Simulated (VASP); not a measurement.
Input of a VASP 6.6.1 run:

Contents of INCAR:

```
PREC = Accurate
ENCUT = 520
EDIFF = 1E-6
ISMEAR = 0
SIGMA = 0.15
LREAL = F
LASPH = T
NELM = 60
ALGO = Fast
ISIF = 2
LWAVE = F
LCHARG = F
GGA = PE
NBANDS = 18
```

File KPOINTS:

```
regular mesh
0
Gamma
  16 16 16
```

Contents of POSCAR:

```
ZnCu
1.0
    2.9450000000      0.0000000000      0.0000000000
    0.0000000000      2.9450000000      0.0000000000
    0.0000000000      0.0000000000      2.9450000000
Zn Cu
1 1
Direct
    0.4702886248      0.5000000000      0.5000000000
    0.0000000000      0.0000000000      0.0000000000
```

Potentials or basis: VASP PAW PBE potentials, release 64 (Zn, Cu).

Launch:

```console
$ cat potpaw_PBE.64/Zn/POTCAR potpaw_PBE.64/Cu/POTCAR > POTCAR
$ mpirun -np 1 vasp_std > vasp.out
```

**Question.** Estimate the largest force.

**Answer.** 0.426 eV/Å.

**Question.** What does it give for the pressure?

**Answer.** 3.5 GPa.

Stress tensor (GPa, compression positive):
```
3.15 0.00 0.00
0.00 3.61 0.00
0.00 0.00 3.61
```

Caveat: the cell differs from its parent crystal (all Zn atoms moved +0.087 Å, as atom 1 towards its neighbour atom 1 (Zn) at 2.945 Å).
